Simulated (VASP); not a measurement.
# Ba3Br2 (P-3m1) in VASP: notebook

Runs on Ba3Br2. Level: PBE. Tasks: relaxation of cell and atoms, single point.

All numbers are computed with VASP 6.6.1; they aren't measurements. Logs are shortened: lines on timing, memory, paths and dates and some standing lists are left out, and cuts for length are marked.

**1. The cell of the first run**

Symmetry: P-3m1, No. 164, trigonal system. Conventional cell: a = 5.000 Å, b = 5.000 Å, c = 7.780 Å, α = 90.00°, β = 90.00°, γ = 120.00°. Within 4.5 Å of Ba (site symmetry -3m) lie 6 Br at 3.46 Å and 6 Ba at 4.00 Å. Within 4.0 Å of Ba (site symmetry 3m) lie 4 Br at 3.01 to 3.11 Å and 6 Ba at 3.66 to 4.00 Å. Within 4.0 Å of Br (site symmetry 3m) lie 7 Ba at 3.01 to 3.46 Å.

**2. Relaxation of cell and atoms, PBE**

INCAR reads:

```
SYSTEM = Ba3Br2
PREC = Accurate
ENCUT = 600
EDIFF = 1E-6
ISMEAR = 0
SIGMA = 0.1
LREAL = .False.
LASPH = .True.
NELM = 100
ALGO = Normal
ISIF = 3
LWAVE = .False.
LCHARG = .False.
GGA = PE
IBRION = 2
NSW = 90
EDIFFG = -0.04
```

KPOINTS reads:

```
Automatic mesh
0
Gamma
  6 6 2
  0 0 0
```

POSCAR reads:

```
Ba3Br2
1.0
    5.0003572489      0.0000000000      0.0000000000
   -2.5001786244      4.3304364055      0.0000000000
    0.0000000000      0.0000000000      7.7797436385
Ba Br
3 2
Direct
    0.0000000000      0.0000000000      0.0000000000
    0.3333333333      0.6666666667      0.6450000000
    0.6666666667      0.3333333333      0.3550000000
    0.3333333333      0.6666666667      0.2450000000
    0.6666666667      0.3333333333      0.7550000000
```

Potentials or basis: VASP PAW PBE potentials, release 64 (Ba_sv, Br).

The run is started by

```
$ cat potpaw_PBE.64/Ba_sv/POTCAR potpaw_PBE.64/Br/POTCAR > POTCAR
$ mpirun -np 1 vasp_std > vasp.out
```

OUTCAR:

```text
SYSTEM = Ba3Br2
   PREC = Accurate
   ENCUT = 600
   EDIFF = 1E-6
   ISMEAR = 0
   LREAL = .False.
   LASPH = .True.
   NELM = 100
   ISIF = 3
   GGA = PE
   IBRION = 2
   NSW = 90
   EDIFFG = -0.04

 ion  position               nearest neighbor table
   1  0.000  0.000  0.000-   4 3.46   5 3.46   4 3.46   5 3.46   5 3.46   4 3.46   2 4.00   3 4.00
                             2 4.00   3 4.00   2 4.00   3 4.00
   2  0.333  0.667  0.645-   5 3.01   5 3.01   5 3.01   4 3.11   3 3.66   3 3.66   3 3.66   1 4.00
                             1 4.00   1 4.00
   3  0.667  0.333  0.355-   4 3.01   4 3.01   4 3.01   5 3.11   2 3.66   2 3.66   2 3.66   1 4.00
                             1 4.00   1 4.00
   4  0.333  0.667  0.245-   3 3.01   3 3.01   3 3.01   2 3.11   1 3.46   1 3.46   1 3.46
   5  0.667  0.333  0.755-   2 3.01   2 3.01   2 3.01   3 3.11   1 3.46   1 3.46   1 3.46

  LATTYP: Found a hexagonal cell.
 ALAT       =     5.0003572489
 C/A-ratio  =     1.5558375634

  Lattice vectors:

 A1 = (   5.0003572489,   0.0000000000,   0.0000000000)
 A2 = (  -2.5001786244,   4.3304364055,   0.0000000000)
 A3 = (   0.0000000000,   0.0000000000,   7.7797436385)

Analysis of symmetry for initial positions (statically):
=====================================================================
 Subroutine PRICEL returns:
 Original cell was already a primitive cell.

 Routine SETGRP: Setting up the symmetry group for a
 hexagonal supercell.

 Subroutine GETGRP returns: Found 12 space group operations
 (whereof 12 operations were pure point group operations)
 out of a pool of 24 trial point group operations.

The static configuration has the point symmetry D_3d.

Analysis of symmetry for dynamics (positions and initial velocities):
=====================================================================
 Subroutine PRICEL returns:
 Original cell was already a primitive cell.

 Routine SETGRP: Setting up the symmetry group for a
 hexagonal supercell.

 Subroutine GETGRP returns: Found 12 space group operations
 (whereof 12 operations were pure point group operations)
 out of a pool of 24 trial point group operations.

The dynamic configuration has the point symmetry D_3d.

 Subroutine INISYM returns: Found 12 space group operations
 (whereof 12 operations are pure point group operations),
 and found     1 'primitive' translations

----------------------------------------------------------------------------------------

                                     Primitive cell

  volume of cell :     168.4605

  direct lattice vectors                    reciprocal lattice vectors
     5.000357249  0.000000000  0.000000000     0.199985711  0.115461804  0.000000000
    -2.500178624  4.330436406  0.000000000     0.000000000  0.230923608  0.000000000
     0.000000000  0.000000000  7.779743639     0.000000000  0.000000000  0.128538940

  length of vectors
     5.000357249  5.000357249  7.779743639     0.230923608  0.230923608  0.128538940

  position of ions in fractional coordinates (direct lattice)
     0.000000000  0.000000000  0.000000000
     0.333333333  0.666666667  0.645000000
     0.666666667  0.333333333  0.355000000
     0.333333333  0.666666667  0.245000000
     0.666666667  0.333333333  0.755000000

  ion indices of the primitive-cell ions
   primitive index   ion index
                 1           1
                 2           2
                 3           3
                 4           4
                 5           5

----------------------------------------------------------------------------------------

 KPOINTS: Automatic mesh

Automatic generation of k-mesh.
 Grid dimensions read from file:
 generate k-points for:    6    6    2

 Generating k-lattice:

  Cartesian coordinates                     Fractional coordinates (reciprocal lattice)
     0.033330952  0.019243634  0.000000000     0.166666667  0.000000000  0.000000000
     0.000000000  0.038487268  0.000000000     0.000000000  0.166666667  0.000000000
     0.000000000  0.000000000  0.064269470     0.000000000  0.000000000  0.500000000

  Length of vectors
     0.038487268  0.038487268  0.064269470

  Shift w.r.t. Gamma in fractional coordinates (k-lattice)
     0.000000000  0.000000000  0.000000000

 Subroutine IBZKPT returns following result:
 ===========================================

 Found     14 irreducible k-points:

 Following reciprocal coordinates:
            Coordinates               Weight
  0.000000  0.000000  0.000000      1.000000
  0.166667  0.000000  0.000000      6.000000
  0.333333  0.000000  0.000000      6.000000
  0.500000  0.000000  0.000000      3.000000
  0.166667  0.166667  0.000000      6.000000
  0.333333  0.166667  0.000000     12.000000
  0.333333  0.333333  0.000000      2.000000
  0.000000  0.000000  0.500000      1.000000
  0.166667  0.000000  0.500000      6.000000
  0.333333  0.000000  0.500000      6.000000
  0.500000  0.000000  0.500000      3.000000
  0.166667  0.166667  0.500000      6.000000
  0.333333  0.166667  0.500000     12.000000
  0.333333  0.333333  0.500000      2.000000
   k-points           NKPTS =     14   k-points in BZ     NKDIM =     14   number of bands    NBANDS=     26
   number of dos      NEDOS =    301   number of ions     NIONS =      5
   total plane-waves  NPLWV = 102400
   dimension x,y,z NGX =    40 NGY =   40 NGZ =   64
   dimension x,y,z NGXF=    80 NGYF=   80 NGZF=  128
   ions per type =               3   2
   NGX,Y,Z   is equivalent  to a cutoff of  13.30, 13.30, 13.68 a.u.
   NGXF,Y,Z  is equivalent  to a cutoff of  26.60, 26.60, 27.35 a.u.
 SYSTEM =  Ba3Br2
   PREC   = accura    normal or accurate (medium, high low for compatibility)
   ISTART =      0    job   : 0-new  1-cont  2-samecut
   ICHARG =      2    charge: 1-file 2-atom 10-const
   ISPIN  =      1    spin polarized calculation?
   LNONCOLLINEAR =      F non collinear calculations
   LSORBIT =      F    spin-orbit coupling
   LASPH  =      T    aspherical Exc in radial PAW
   ENCUT  =  600.0 eV  44.10 Ry    6.64 a.u.   9.99  9.99 15.54*2*pi/ulx,y,z
   NELM   =    100;   NELMIN=  2; NELMDL= -5     # of ELM steps
   EDIFF  = 0.1E-05   stopping-criterion for ELM
   LREAL  =      F    real-space projection
   EDIFFG = -.4E-01   stopping-criterion for IOM
   NSW    =     90    number of steps for IOM
   IBRION =      2    ionic relax: 0-MD 1-quasi-New 2-CG
   NFREE  =      1    steps in history (QN), initial steepest desc. (CG)
   ISIF   =      3    stress and relaxation
   ISYM   =      2    0-nonsym 1-usesym 2-fastsym
   POTIM  = 0.5000    time-step for ionic-motion
   TEBEG  =    0.0;   TEEND  =   0.0 temperature during run
   PSTRESS=    0.0 pullay stress
   NELECT =      44.0000    total number of electrons
   NUPDOWN=      -1.0000    fix difference up-down
   EMIN   =  10.00;   EMAX   =-10.00  energy-range for DOS
   EFERMI =   0.00;   METHOD = LEGACY
   ISMEAR =     0;   SIGMA  =   0.10  broadening in eV -4-tet -1-fermi 0-gaus
   EFERMI_NEDOS =   21; number of points for ismear=-14 and -15
   IALGO  =     38    algorithm
   IMIX   =      4    mixing-type and parameters
     AMIX     =   0.40;   BMIX     =  1.00
     AMIX_MAG =   1.60;   BMIX_MAG =  1.00
  volume/ion in A,a.u.               =      33.69       227.37
  Fermi-wavevector in a.u.,A,eV,Ry     =   1.046469  1.977540 14.899706  1.095098
  Thomas-Fermi vector in A             =   2.181309
   LORBIT       =      0    0 simple, 1 ext, 2 COOP (PROOUT), +10 PAW based schemes
   GGA     = PE    functional components
   LHFCALC =     F    Hartree Fock is set to
   AEXX    =    0.0000 exact exchange contribution
   IVDW    =     0    specifies the selected vdW correction
   LEPSILON=     F    determine dielectric tensor
   LRPA    =     F    only Hartree local field effects (RPA)
 conjugate gradient relaxation of ions
 non-spin polarized calculation
 Gauss-broadening in eV      SIGMA  =   0.10
  energy-cutoff  :      600.00
  volume of cell :      168.46
 maximum number of plane-waves:      5682
 NGX is ok and might be reduce to    40
   NGX = 19   NGY = 19   NGZ = 31

--------------------------------------- Ionic step        1  -------------------------------------------

 number of electron      43.9999996 magnetization

 Free energy of the ion-electron system (eV)
  ---------------------------------------------------
  ext. energy  EPLUGINS =         0.00000000
  ---------------------------------------------------
  free energy    TOTEN  =       -12.71339306 eV

  energy without entropy =      -12.67308709  energy(sigma->0) =      -12.69324007

 E-fermi :   4.6342     XC(G=0):  -9.0525

 val. band max:        4.6294445947   @ k =   0.1667   0.0000   0.5000
 cond. band min:       4.6493727678   @ k =   0.5000   0.0000   0.0000
 fundamental gap:      0.0199281731
 Fermi energy:         4.6342458031

 k-point     1 :       0.0000    0.0000    0.0000
  band No.  band energies     occupation
      1     -24.4042      2.00000
      2     -24.2249      2.00000
      3     -24.0182      2.00000
      4     -13.3476      2.00000
      5     -13.0570      2.00000
      6      -9.9338      2.00000
[... 505 lines left out ...]
  FREE ENERGIE OF THE ION-ELECTRON SYSTEM (eV)
  ---------------------------------------------------
  free  energy   TOTEN  =       -13.8779325186 eV

  energy  without entropy=      -13.8384095075  energy(sigma->0) =      -13.85817101

[... ionic steps 4 to 28 ...]

--------------------------------------- Ionic step       29  -------------------------------------------

 number of electron      44.0000008 magnetization

------------------------ aborting loop because EDIFF is reached ----------------------------------------

  FORCE on cell =-STRESS in cart. coord.  units (eV):
  Direction    XX          YY          ZZ          XY          YZ          ZX
  --------------------------------------------------------------------------------------
  -------------------------------------------------------------------------------------
  Total        0.2562900      0.2562900      0.2205496      0.0000000      0.0000000      0.0000000
  in kB        1.8635322      1.8635322      1.6036570      0.0000000      0.0000000      0.0000000
  external PRESSURE =       1.7769071 kB  Pullay stress =       0.0000000 kB
[... 63 lines left out ...]
  energy  without entropy=      -15.1101734562  energy(sigma->0) =      -15.12145471

--------------------------------------- Ionic step       31  -------------------------------------------

 number of electron      44.0000008 magnetization

 Free energy of the ion-electron system (eV)
  ---------------------------------------------------
  ext. energy  EPLUGINS =         0.00000000
  ---------------------------------------------------
  free energy    TOTEN  =       -15.13374827 eV

  energy without entropy =      -15.11137202  energy(sigma->0) =      -15.12256015

 E-fermi :   3.2719     XC(G=0):  -7.9781

 val. band max:        3.1967069461   @ k =   0.3333   0.0000   0.5000
 cond. band min:       3.3171185019   @ k =   0.5000   0.0000   0.5000
 fundamental gap:      0.1204115559
 Fermi energy:         3.2718738283

 k-point     1 :       0.0000    0.0000    0.0000
  band No.  band energies     occupation
      1     -26.2888      2.00000
      2     -25.9501      2.00000
      3     -25.9338      2.00000
      4     -14.3976      2.00000
      5     -14.2357      2.00000
      6     -11.3904      2.00000
[... 427 lines left out ...]
  FREE ENERGIE OF THE ION-ELECTRON SYSTEM (eV)
  ---------------------------------------------------
  free  energy   TOTEN  =       -15.1337482687 eV

  energy  without entropy=      -15.1113720227  energy(sigma->0) =      -15.12256015

 reached required accuracy - stopping structural energy minimisation
```

It took 16 min on 1 thread of Intel Xeon Platinum 8559C (Emerald Rapids), shared host; peak memory 0.36 GiB.

What came out:

```
Free energy                           : -15.1337 eV
Relaxed volume                        : 44.33 Å³/atom
Relaxed cell                          : a = 4.546 Å, b = 4.546 Å, c = 12.383 Å, α = 90.00°, β = 90.00°, γ = 120.00°
Space group after relaxing (to 0.1 Å) : P-3m1 (No. 164)
Energy gained by relaxing             : 484.1 meV/atom
Ionic steps                           : 31
Pressure after relaxing               : 0.1 GPa
Largest force after relaxing          : 0.021 eV/Å
Band gap on the k mesh                : zero (bands 22 and 23 overlap by 0.45 eV)
```

Forces in eV/Å, atoms in the order of the input:
```
Ba   0.000  0.000  0.000
Ba   0.000  0.000  0.021
Ba   0.000  0.000 -0.021
Br   0.000  0.000  0.021
Br   0.000  0.000 -0.021
```

The path:
```csv
step,energy change (eV),largest force (eV/Å),pressure (GPa),volume (Å³)
1,0.0000,1.7095,7.83,168.46
2,-1.1330,0.5478,0.67,211.86
3,-1.1645,0.4367,0.04,219.51
4,-1.1686,0.3918,-0.22,223.15
5,-1.2183,0.4099,-0.17,222.05
6,-1.3726,0.4736,0.14,218.37
7,-1.6613,0.6396,1.16,209.37
8,-1.8165,0.6189,4.72,185.91
9,-1.4743,0.5641,7.69,172.90
10,-1.7691,0.5132,5.45,182.31
11,-1.7803,0.5078,5.42,182.41
12,-1.8117,0.4964,5.33,182.68
13,-1.8624,0.4630,5.17,183.17
14,-1.9065,0.3775,4.98,183.88
15,-1.9030,0.3514,4.93,184.03
16,-1.9496,0.3378,4.62,185.53
17,-2.0731,0.3006,3.75,190.07
18,-2.2532,0.2318,2.28,199.35
19,-2.3939,0.1772,0.18,218.75
20,-2.3948,0.1799,0.06,220.34
21,-2.3948,0.1810,0.00,221.11
22,-2.3960,0.1774,0.00,221.14
23,-2.3993,0.1673,-0.02,221.21
24,-2.4052,0.1467,-0.04,221.36
25,-2.4135,0.0982,-0.05,221.66
26,-2.4137,0.1237,0.03,222.24
27,-2.4164,0.0673,-0.02,221.95
28,-2.4176,0.0596,0.03,221.55
29,-2.4189,0.0377,0.18,220.35
30,-2.4193,0.0333,0.17,220.67
31,-2.4204,0.0211,0.10,221.63
```

Final structure:
```
Ba Br
1.0
     4.54598    0.00000    0.00000
    -2.27299    3.93693    0.00000
     0.00000    0.00000   12.38323
Ba Br
3 2
Direct
  0.00000 0.00000 0.00000
  0.33333 0.66667 0.64834
  0.66667 0.33333 0.35166
  0.33333 0.66667 0.16252
  0.66667 0.33333 0.83748
```

Levels at points of the mesh, in eV from the Fermi level:
```
           k point  band 18  band 19  band 20  band 21  band 22  band 23  band 24  band 25  band 26
(0.00, 0.00, 0.00)    -5.53    -5.21    -5.21    -2.00    -0.66     0.25     0.31     0.89     0.96
(0.50, 0.00, 0.00)    -5.65    -5.53    -5.35    -0.88    -0.37    -0.14     0.47     0.93     1.71
(0.00, 0.00, 0.50)    -5.53    -5.21    -5.21    -1.73    -1.10     0.09     0.54     0.77     0.96
(0.50, 0.00, 0.50)    -5.66    -5.53    -5.34    -0.88    -0.28    -0.08     0.05     1.33     1.59
```

Caveat: the k points lie up to 0.27 Å⁻¹ apart in the final cell; the volume moved by over 15 % at a fixed basis, so the end points are rough; spin-orbit coupling is left out, which moves the levels of the heavy elements.

**3. Single point, PBE**

This run uses another cell than the first one, of 43.99 Å³/atom.

INCAR reads:

```
SYSTEM = Ba3Br2
  PREC = Accurate
  ENCUT = 520
  EDIFF = 1E-7
  ISMEAR = 0
  SIGMA = 0.1
  LREAL = .False.
  LASPH = .True.
  NELM = 60
  ALGO = Normal
  ISIF = 2
  LWAVE = .False.
  LCHARG = .False.
  GGA = PE
  NBANDS = 30
```

KPOINTS reads:

```
regular mesh
0
Gamma
  12 12 4
  0 0 0
```

POSCAR reads:

```
Ba3Br2
1.0
    4.5407976992      0.0000000000      0.0000000000
   -2.2703988496      3.9324461609      0.0000000000
    0.0000000000      0.0000000000     12.3186654094
Ba Br
3 2
Direct
    0.0000000000      0.0000000000      0.0000000000
    0.3333333333      0.6666666667      0.6502474553
    0.6666666667      0.3333333333      0.3497525447
    0.3333333333      0.6666666667      0.1627190006
    0.6666666667      0.3333333333      0.8372809994
```

Potentials or basis: VASP PAW PBE potentials, release 64 (Ba_sv, Br).

The run is started by

```
$ cat potpaw_PBE.64/Ba_sv/POTCAR potpaw_PBE.64/Br/POTCAR > POTCAR
$ mpirun -np 1 vasp_std > vasp.out
```

Run time: 5 min. Hardware: 1 thread of Intel Xeon Platinum 8559C (Emerald Rapids), shared host; peak memory 0.6 GiB.

Results (log left out):

| Property | Result |
| --- | --- |
| Free energy | -15.1360 eV |
| Pressure | 0.3 GPa |
| Largest force | 0.034 eV/Å |
| Band gap on the k mesh | zero (bands 22 and 23 overlap by 0.52 eV) |

Forces in eV/Å, atoms in the order of the input:
```
Ba   0.000  0.000  0.000
Ba   0.000  0.000 -0.034
Ba   0.000  0.000  0.034
Br   0.000  0.000  0.025
Br   0.000  0.000 -0.025
```

Levels at points of the mesh, in eV from the Fermi level:
```
           k point  band 18  band 19  band 20  band 21  band 22  band 23  band 24  band 25  band 26  band 27
(0.00, 0.00, 0.00)    -5.56    -5.24    -5.24    -1.97    -0.61     0.26     0.34     0.90     0.95     0.95
(0.50, 0.00, 0.00)    -5.68    -5.54    -5.37    -0.90    -0.34    -0.11     0.52     0.93     1.69     1.75
(0.00, 0.00, 0.50)    -5.56    -5.24    -5.24    -1.69    -1.07     0.11     0.57     0.76     0.95     0.95
(0.50, 0.00, 0.50)    -5.69    -5.55    -5.37    -0.89    -0.26    -0.06     0.07     1.35     1.63     1.69
```

Caveat: spin-orbit coupling is left out, which moves the levels of the heavy elements.

The gap in the log of VASP goes by the Fermi energy; the results here count the filled bands.